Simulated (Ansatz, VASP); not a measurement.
Mg5CdTe6: VASP beside Ansatz

```
Mg Cd Te
1.0
     4.60693    0.00000    0.00000
     0.00000    4.60693    0.00000
     0.00000    0.00000   19.51651
Mg Cd Te
5 1 6
Direct
  0.00000 0.00000 0.66601
  0.50000 0.50000 0.83180
  0.50000 0.50000 0.16820
  0.00000 0.00000 0.33399
  0.50000 0.50000 0.50000
  0.00000 0.00000 0.00000
  0.50000 0.00000 0.74901
  0.00000 0.50000 0.91392
  0.50000 0.00000 0.08608
  0.00000 0.50000 0.25099
  0.50000 0.00000 0.41699
  0.00000 0.50000 0.58301
```

Alike in both runs: functional PBE; k mesh 4 × 4 × 1; occupations gaussian, width 0.1 eV; no spin polarisation.

Ansatz relaxed the structure, and its values are those at the end. VASP's run is a single point on that final structure, the one shown.

```csv
,VASP,Ansatz
version,VASP 6.6.1,Ansatz 0.2.0
potentials or method,"VASP PAW PBE potentials, release 64 (Mg, Cd, Te), cutoff 520 eV","scalar-relativistic, plane waves, PAW"
valence electrons in the cell,58,166
```

VASP gave:

- gap on the k mesh at the Fermi level (eV): 1.92
- least direct gap on the mesh (eV): 1.92
- pressure (GPa): 0.3
- rms of the force components (eV/Å): 0.009

Problem. Which values does Ansatz return?

Solution. gap on the k mesh at the Fermi level (eV): 1.93; least direct gap on the mesh (eV): 1.93; pressure (GPa): 0.3; rms of the force components (eV/Å): 0.005.

VASP's potentials hold 58 valence electrons a cell and Ansatz's 166, so a difference there can come from the potentials and not from the codes.

Neither program's run includes spin-orbit coupling.
